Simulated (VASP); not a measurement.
Set up this calculation in VASP 6.6.1, as the native input.

```
Task                   : single point
Functional             : PBEsol
Dispersion             : D3(BJ)
Potentials or basis    : VASP PAW PBE potentials, release 64 (Te, Mo_sv, H)
Cutoff                 : 400 eV
k mesh                 : 9 × 9 × 2
Occupations            : gaussian, width 0.05 eV
Spin                   : no spin polarisation
Dipole correction      : no
Further INCAR settings : ALGO = Normal; EDIFF = 1e-06; NBANDS = 50
```

The structure of Te6Mo3H (a cell with a defect) lies in POSCAR:

```
Te6Mo3H
1.0
    3.4334348991      0.0000000000      0.0000000000
   -1.7167174496      2.9734418449      0.0000000000
    0.0000000000      0.0000000000     20.7704276327
Te Mo H
6 3 1
Direct
    0.0000000000      0.0000000000      0.9125759158
    0.3333333333      0.6666666667      0.5917813750
    0.3333333333      0.6666666667      0.2333059430
    0.3333333333      0.6666666667      0.7666940570
    0.3333333333      0.6666666667      0.4082186250
    0.0000000000      0.0000000000      0.0874240842
    0.0000000000      0.0000000000      0.6791506171
    0.0000000000      0.0000000000      0.3208493829
    0.3333333333      0.6666666667      0.0000000000
   -0.0523098515      0.2238450742      0.5023436355
```

One way to write it, as run:

INCAR

```
ALGO = Normal
EDIFF = 1E-6
ENCUT = 400
GGA = PS
GGA_COMPAT = F
ISIF = 2
ISMEAR = 0
IVDW = 12
LASPH = T
LCHARG = F
LREAL = F
LWAVE = F
NBANDS = 50
NELM = 120
PREC = Accurate
SIGMA = 0.05
```

KPOINTS

```
k-points
0
Gamma
  9 9 2
```

Potentials or basis: VASP PAW PBE potentials, release 64 (Te, Mo_sv, H).

Command:

```bash
$ cat potpaw_PBE.64/Te/POTCAR potpaw_PBE.64/Mo_sv/POTCAR potpaw_PBE.64/H/POTCAR > POTCAR
$ mpirun -np 1 vasp_std > vasp.out
```

It gave:

```json
{"Pressure": "-0.9 GPa", "Largest force": "0.556 eV/Å", "Band gap on the k mesh": "zero (an odd number of electrons rules out a gap without spin polarisation)", "Dispersion energy per atom": "-0.508 eV"}
```

Caveat: the PAW data sets were made with another functional, which shifts forces and pressure a little; spin-orbit coupling is left out, which moves the levels of the heavy elements; an odd number of electrons without spin polarisation forces a metal; a magnetic or distorted state may lie lower.

Wall time 15 min on 1 thread of AMD EPYC 7R13 Processor (Zen 3), with other jobs on the host, peak memory 0.57 GiB.
